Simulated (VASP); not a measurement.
# Pt (Fm-3m) in VASP: further runs, part 2 of 2

VASP 6.6.1.

**3. Single point, r2SCAN**

This run uses another cell than the first one, of 15.30 Å³/atom, 1.020 times its volume.

Contents of POSCAR:

```
Pt
1.0
    0.0000000000      1.9702320087      1.9702320087
    1.9702320087      0.0000000000      1.9702320087
    1.9702320087      1.9702320087      0.0000000000
Pt
1
Direct
    0.0000000000      0.0000000000      0.0000000000
```

Contents of INCAR.step1:

```
ALGO     = Normal         # electronic algorithm
EDIFF    = 1E-4           # SCF threshold, eV
ENCUT    = 520            # plane-wave cutoff, eV
GGA      = PE             # functional
ISMEAR   = -1             # smearing method
LASPH    = T              # aspherical terms in the spheres
LCHARG   = F              # write CHGCAR
LREAL    = F              # projectors in reciprocal space
LWAVE    = T              # write WAVECAR
NBANDS   = 11             # bands
NELM     = 100            # most SCF steps
PREC     = Accurate       # precision mode
SIGMA    = 0.05           # smearing width, eV
```

Contents of INCAR.step2:

```
ALGO     = Normal         # electronic algorithm
EDIFF    = 1E-6           # SCF threshold, eV
ENCUT    = 520            # plane-wave cutoff, eV
ISIF     = 2              # what is computed and relaxed
ISMEAR   = -1             # smearing method
ISTART   = 1            
LASPH    = T              # aspherical terms in the spheres
LCHARG   = F              # write CHGCAR
LMIXTAU  = T            
LREAL    = F              # projectors in reciprocal space
LWAVE    = F              # write WAVECAR
METAGGA  = R2SCAN         # meta-GGA
NBANDS   = 11             # bands
NELM     = 100            # most SCF steps
PREC     = Accurate       # precision mode
SIGMA    = 0.05           # smearing width, eV
```

Contents of KPOINTS:

```
k-points
0
Gamma
  18 18 18
```

Potentials or basis: VASP PAW PBE potentials, release 64 (Pt).

Started as:

```sh
$ cat potpaw_PBE.64/Pt/POTCAR > POTCAR
$ cp INCAR.step1 INCAR
$ mpirun -np 1 vasp_std > vasp.out
$ cp INCAR.step2 INCAR
$ mpirun -np 1 vasp_std > vasp.out
```

OUTCAR:

```text
EDIFF = 1E-6
   ENCUT = 520
   ISIF = 2
   ISMEAR = -1
   ISTART = 1
   LASPH = T
   LREAL = F
   METAGGA = R2SCAN
   NELM = 100
   PREC = Accurate

 ion  position               nearest neighbor table
   1  0.000  0.000  0.000-

  LATTYP: Found a face centered cubic cell.
 ALAT       =     3.9404640174

  Lattice vectors:

 A1 = (   0.0000000000,   1.9702320087,   1.9702320087)
 A2 = (   1.9702320087,   0.0000000000,   1.9702320087)
 A3 = (   1.9702320087,   1.9702320087,   0.0000000000)

Analysis of symmetry for initial positions (statically):
=====================================================================
 Subroutine PRICEL returns:
 Original cell was already a primitive cell.

 Routine SETGRP: Setting up the symmetry group for a
 face centered cubic supercell.

 Subroutine GETGRP returns: Found 48 space group operations
 (whereof 48 operations were pure point group operations)
 out of a pool of 48 trial point group operations.

The static configuration has the point symmetry O_h .

Analysis of symmetry for dynamics (positions and initial velocities):
=====================================================================
 Subroutine PRICEL returns:
 Original cell was already a primitive cell.

 Routine SETGRP: Setting up the symmetry group for a
 face centered cubic supercell.

 Subroutine GETGRP returns: Found 48 space group operations
 (whereof 48 operations were pure point group operations)
 out of a pool of 48 trial point group operations.

The dynamic configuration has the point symmetry O_h .

 Subroutine INISYM returns: Found 48 space group operations
 (whereof 48 operations are pure point group operations),
 and found     1 'primitive' translations

----------------------------------------------------------------------------------------

                                     Primitive cell

  volume of cell :      15.2961
[... 105 lines left out ...]
   IMIX   =      4    mixing-type and parameters
     AMIX     =   0.40;   BMIX     =  1.00
     AMIX_MAG =   1.60;   BMIX_MAG =  1.00
  volume/ion in A,a.u.               =      15.30       103.22
  Fermi-wavevector in a.u.,A,eV,Ry     =   1.420847  2.685012 27.467544  2.018808
  Thomas-Fermi vector in A             =   2.541720
   LORBIT       =      0    0 simple, 1 ext, 2 COOP (PROOUT), +10 PAW based schemes
   METAGGA = R2SCAN    functional components
   LHFCALC =     F    Hartree Fock is set to
   AEXX    =    0.0000 exact exchange contribution
   IVDW    =     0    specifies the selected vdW correction
   LEPSILON=     F    determine dielectric tensor
   LRPA    =     F    only Hartree local field effects (RPA)
 non-spin polarized calculation
  energy-cutoff  :      520.00
  volume of cell :       15.30
 maximum number of plane-waves:       424
 NGX is ok and might be reduce to    24
   NGX = 11   NGY = 11   NGZ = 11

 number of electron      10.0000001 magnetization

 Free energy of the ion-electron system (eV)
  ---------------------------------------------------
  ext. energy  EPLUGINS =         0.00000000
  ---------------------------------------------------
  free energy    TOTEN  =       -51.50487956 eV

  energy without entropy =      -51.48872324  energy(sigma->0) =      -51.49680140

 E-fermi :  10.7464     XC(G=0): -14.5357

 val. band max:       10.7436279526   @ k =   0.4444   0.1111   0.0000
 cond. band min:      10.7466646735   @ k =  -0.2778   0.3889   0.1667
 fundamental gap:      0.0030367209
 Fermi energy:        10.7463683152

 k-point     1 :       0.0000    0.0000    0.0000
  band No.  band energies     occupation
      1       0.4126      2.00000
      2       6.9170      2.00000
      3       6.9170      2.00000
      4       6.9170      2.00000
      5       9.0312      2.00000
      6       9.0312      2.00000
      7      26.2659      0.00000
      8      31.3534      0.00000
      9      31.3534      0.00000
     10      31.3534      0.00000
     11      37.1747      0.00000
[... 309 lines left out ...]
 k-point    24 :      -0.2222    0.0556    0.0000
  band No.  band energies     occupation
      1       2.5058      2.00000
      2       6.4375      2.00000
      3       7.3029      2.00000
      4       7.3690      2.00000
      5       8.8643      2.00000
      6       9.5531      2.00000
      7      25.1425      0.00000
      8      28.1555      0.00000
      9      32.6752      0.00000
     10      34.2943      0.00000
     11      35.5010      0.00000

 [... further k-points ...]
[... 5 lines left out ...]
  --------------------------------------------------------------------------------------
  -------------------------------------------------------------------------------------
  Total        0.0658046      0.0658046      0.0658046     -0.0000000      0.0000000      0.0000000
  in kB        6.8926221      6.8926221      6.8926221     -0.0000000      0.0000000      0.0000000
  external PRESSURE =       6.8926221 kB  Pullay stress =       0.0000000 kB

 VOLUME and BASIS-vectors are now :
 -----------------------------------------------------------------------------
  energy-cutoff  :      520.00
  volume of cell :       15.30
      direct lattice vectors                 reciprocal lattice vectors
     0.000000000  1.970232009  1.970232009    -0.253777219  0.253777219  0.253777219
     1.970232009  0.000000000  1.970232009     0.253777219 -0.253777219  0.253777219
     1.970232009  1.970232009  0.000000000     0.253777219  0.253777219 -0.253777219

 POSITION                                       TOTAL-FORCE (eV/Angst)
 -----------------------------------------------------------------------------------
      0.00000      0.00000      0.00000         0.000000      0.000000      0.000000
 -----------------------------------------------------------------------------------
    total drift:                                0.000000     -0.000000      0.000000

  FREE ENERGIE OF THE ION-ELECTRON SYSTEM (eV)
  ---------------------------------------------------
  free  energy   TOTEN  =       -51.5048795577 eV

  energy  without entropy=      -51.4887232396  energy(sigma->0) =      -51.49680140
```

OUTCAR.step1:

```text
EDIFF = 1E-4
   ENCUT = 520
   GGA = PE
   ISMEAR = -1
   LASPH = T
   LREAL = F
[... 550 lines left out ...]

 POSITION                                       TOTAL-FORCE (eV/Angst)
 -----------------------------------------------------------------------------------
      0.00000      0.00000      0.00000         0.000000      0.000000     -0.000000
 -----------------------------------------------------------------------------------
    total drift:                                0.000000     -0.000000      0.000000

  FREE ENERGIE OF THE ION-ELECTRON SYSTEM (eV)
  ---------------------------------------------------
  free  energy   TOTEN  =        -6.0979025911 eV

  energy  without entropy=       -6.0809454799  energy(sigma->0) =       -6.08942404
```

OSZICAR.step1:

```text
N       E                     dE             d eps       ncg     rms          rms(c)
DAV:   1     0.395748327854E+02    0.39575E+02   -0.53674E+03  4426   0.844E+02
DAV:   2    -0.585626517555E+01   -0.45431E+02   -0.43604E+02  4915   0.176E+02
DAV:   3    -0.647547382679E+01   -0.61921E+00   -0.61352E+00  4999   0.195E+01
DAV:   4    -0.647788212370E+01   -0.24083E-02   -0.24080E-02  4934   0.142E+00
DAV:   5    -0.647790154780E+01   -0.19424E-04   -0.19424E-04  5040   0.119E-01    0.124E+01
DAV:   6    -0.613865135726E+01    0.33925E+00   -0.78279E-01  4602   0.703E+00    0.656E+00
DAV:   7    -0.610132871238E+01    0.37323E-01   -0.14021E-01  4962   0.290E+00    0.251E+00
DAV:   8    -0.609812985742E+01    0.31989E-02   -0.63783E-03  4686   0.685E-01    0.577E-01
DAV:   9    -0.609789961959E+01    0.23024E-03   -0.22421E-04  4576   0.129E-01    0.466E-02
DAV:  10    -0.609790259109E+01   -0.29715E-05   -0.50252E-06  2379   0.178E-02
   1 F= -.60979026E+01 E0= -.60894240E+01  d E =-.169571E-01
```

It used 110 s of CPU time on 1 thread of AMD EPYC 7R13 Processor (Zen 3), with other jobs on the host.

Results:

```
Free energy            : -51.5049 eV
Pressure               : 0.7 GPa
Band gap on the k mesh : zero (band 5 reaches 11.26 eV, above the bottom of band 6 at 8.94 eV)
```

Caveat: the PAW data sets were made with another functional, which shifts forces and pressure a little; spin-orbit coupling is left out, which moves the levels of the heavy elements.

**4. Single point, r2SCAN**

This run uses another cell than the first one, of 15.60 Å³/atom, 1.041 times its volume.

Contents of POSCAR:

```
Pt
1.0
    0.0000000000      1.9832802830      1.9832802830
    1.9832802830      0.0000000000      1.9832802830
    1.9832802830      1.9832802830      0.0000000000
Pt
1
Direct
    0.0000000000      0.0000000000      0.0000000000
```

Contents of INCAR.step1:

```
SYSTEM = Pt
ALGO = Normal
EDIFF = 1E-4
ENCUT = 520
GGA = PE
ISMEAR = -1
LASPH = .TRUE.
LCHARG = .FALSE.
LREAL = .FALSE.
LWAVE = .TRUE.
NBANDS = 11
NELM = 60
PREC = Accurate
SIGMA = 0.05
```

Contents of INCAR.step2:

```
SYSTEM = Pt
ALGO = Normal
EDIFF = 1E-7
ENCUT = 520
ISIF = 2
ISMEAR = -1
ISTART = 1
LASPH = .TRUE.
LCHARG = .TRUE.
LELF = .TRUE.
LMIXTAU = .TRUE.
LREAL = .FALSE.
LVHAR = .TRUE.
LWAVE = .FALSE.
METAGGA = R2SCAN
NBANDS = 11
NELM = 60
PREC = Accurate
SIGMA = 0.05
```

Contents of KPOINTS:

```
k-points
0
G
  18 18 18
  0 0 0
```

Started as:

```sh
$ cat potpaw_PBE.64/Pt/POTCAR > POTCAR
$ cp INCAR.step1 INCAR
$ mpirun -np 1 vasp_std > vasp.out
$ cp INCAR.step2 INCAR
$ mpirun -np 1 vasp_std > vasp.out
```

It used 120 s of CPU time on 1 thread of AMD EPYC 7R13 Processor (Zen 3), with other jobs on the host.

It converged, with:

```yaml
Free_energy: -51.5013 eV
Pressure: -4.5 GPa
Band_gap_on_the_k_mesh: zero (band 5 reaches 10.86 eV, above the bottom of band 6 at 8.62 eV)
```

Levels at points of the mesh, in eV from the Fermi level:
| k point | band 2 | band 3 | band 4 | band 5 | band 6 | band 7 | band 8 | band 9 |
| --- | --- | --- | --- | --- | --- | --- | --- | --- |
| (0.00, 0.00, 0.00) | -3.71 | -3.71 | -3.71 | -1.66 | -1.66 | 15.57 | 20.54 | 20.54 |
| (0.50, 0.00, 0.00) | -3.80 | -3.80 | -0.16 | 0.02 | 0.02 | 5.89 | 15.21 | 19.71 |
| (0.50, 0.50, 0.00) | -6.50 | -0.07 | 0.49 | 0.49 | 2.01 | 8.97 | 11.91 | 11.91 |

Caveat: the PAW data sets were made with another functional, which shifts forces and pressure a little; spin-orbit coupling is left out, which moves the levels of the heavy elements.

**5. Summary**

| cell | gap on the mesh (eV) | pressure (GPa) |
| --- | --- | --- |
| a = 2.768 Å, angles 60.0°, 1 atom | none | 6.6 |
| a = 2.786 Å, angles 60.0°, 1 atom | none | 0.7 |
| a = 2.805 Å, angles 60.0°, 1 atom | none | -4.5 |

Alike in all rows: task single point; level r2SCAN; potentials or basis VASP PAW PBE potentials, release 64 (Pt); no spin polarisation; k mesh 18 × 18 × 18; cutoff (eV) 520; smearing fermi-dirac 0.05 eV.

Caveats: the PAW data sets were made with another functional, which shifts forces and pressure a little; spin-orbit coupling is left out, which moves the levels of the heavy elements.

Total energies depend on the potentials used, so only differences within one code and one set of settings carry meaning.
